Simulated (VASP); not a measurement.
A run of VASP 6.6.1 is set up as follows.

Contents of INCAR:

```
ALGO = Normal ; EDIFF = 1E-7
ENCUT = 520 ; GGA = PE
ISIF = 2 ; ISMEAR = -1
ISPIN = 2 ; LASPH = T
LCHARG = F ; LMAXMIX = 4
LORBIT = 11 ; LREAL = F
LWAVE = F ; MAGMOM = 0.8
NBANDS = 14 ; NELM = 150
PREC = Accurate ; SIGMA = 0.03
```

KPOINTS

```
k-points
0
Gamma
  15 15 15
```

The input POSCAR:

```
Ir
1.0
    0.0000000000      1.9156000000      1.9156000000
    1.9156000000      0.0000000000      1.9156000000
    1.9156000000      1.9156000000      0.0000000000
Ir
1
Direct
    0.0000000000      0.0000000000      0.0000000000
```

Potentials or basis: VASP PAW PBE potentials, release 64 (Ir).

Command:

```sh
$ cat potpaw_PBE.64/Ir/POTCAR > POTCAR
$ mpirun -np 1 vasp_std > vasp.out
```

Predict the net moment.

0.00 μB per cell.

Predict the pressure.

12.1 GPa.
